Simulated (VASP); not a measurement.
Write the native input for VASP 6.6.1 that does the following.

| Property | Result |
| --- | --- |
| Task | single point |
| Functional | LDA |
| Potentials or basis | VASP PAW LDA potentials, release 64 (Zn, Se) |
| Cutoff | 520 eV |
| k mesh | 8 × 8 × 6 |
| Occupations | gaussian, width 0.05 eV |
| Spin | no spin polarisation |
| Dipole correction | no |
| Further INCAR settings | ALGO = Normal; EDIFF = 1e-06; NBANDS = 26 |

The structure of ZnSe lies in POSCAR:

```
ZnSe
1.0
    3.9827722569      0.0000000000      0.0000000000
    0.0000000000      3.9827722569      0.0000000000
    0.0000000000      0.0000000000      5.2564395555
Zn Se
2 2
Direct
    0.0000000000      0.0000000000      0.0000000000
    0.5000000000      0.5000000000      0.0000000000
    0.0000000000      0.5000000000      0.3173336233
    0.5000000000      0.0000000000      0.6826663767
```

These files were run (other wordings do the same):

INCAR

```
  ALGO = Normal
  EDIFF = 1E-6
  ENCUT = 520
  ISIF = 2
  ISMEAR = 0
  LASPH = True
  LCHARG = True
  LELF = True
  LREAL = False
  LVHAR = True
  LWAVE = False
  NBANDS = 26
  NELM = 60
  PREC = Accurate
  SIGMA = 0.05
```

KPOINTS

```
k-points
0
Gamma
  8 8 6
```

Potentials or basis: VASP PAW LDA potentials, release 64 (Zn, Se).

Command:

```console
$ cat potpaw_LDA.64/Zn/POTCAR potpaw_LDA.64/Se/POTCAR > POTCAR
$ mpirun -np 1 vasp_std > vasp.out
```

Results of the run:

- Pressure: -5.8 GPa
- Largest force: 1.820 eV/Å
- Band gap on the k mesh: 0.78 eV, direct

Caveat: forces of over 1 eV/Å act on the atoms, so gaps and moduli don't describe the material at rest.

It took 3 min on 1 thread of AMD EPYC 7R13, with other jobs on the host, peak memory 0.2 GiB.
